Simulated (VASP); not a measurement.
Set up this calculation in VASP 6.6.1, as the native input.

* Task: single point
* Functional: LDA
* Potentials or basis: VASP PAW LDA potentials, release 64 (Zr_sv, B)
* Cutoff: 520 eV
* k mesh: 18 × 18 × 18
* Occupations: gaussian, width 0.15 eV
* Spin: no spin polarisation
* Dipole correction: no
* Further INCAR settings: ALGO = Normal; EDIFF = 1e-06; NBANDS = 14

The structure of ZrB lies in POSCAR:

```
ZrB
1.0
    0.0000000000      2.3146512730      2.3146512730
    2.3146512730      0.0000000000      2.3146512730
    2.3146512730      2.3146512730      0.0000000000
Zr B
1 1
Direct
    0.0000000000      0.0000000000      0.0000000000
    0.5000000000      0.5000000000      0.5000000000
```

The input as run:

INCAR

```
SYSTEM = ZrB
PREC = Accurate
ENCUT = 520
EDIFF = 1E-6
ISMEAR = 0
SIGMA = 0.15
LREAL = .False.
LASPH = .True.
NELM = 80
ALGO = Normal
ISIF = 2
LWAVE = .False.
LCHARG = .False.
NBANDS = 14
```

KPOINTS

```
Automatic mesh
0
Gamma
  18 18 18
  0 0 0
```

Potentials or basis: VASP PAW LDA potentials, release 64 (Zr_sv, B).

Launch:

```sh
$ cat potpaw_LDA.64/Zr_sv/POTCAR potpaw_LDA.64/B/POTCAR > POTCAR
$ mpirun -np 1 vasp_std > vasp.out
```

Results of the run:

* Pressure: 29.5 GPa
* Band gap on the k mesh: zero (an odd number of electrons rules out a gap without spin polarisation)

Caveat: the cell stands under pressure.

It took 15 s on 1 thread of Intel(R) Xeon(R) 6975P-C (Granite Rapids) (shared host), peak memory 0.18 GiB.
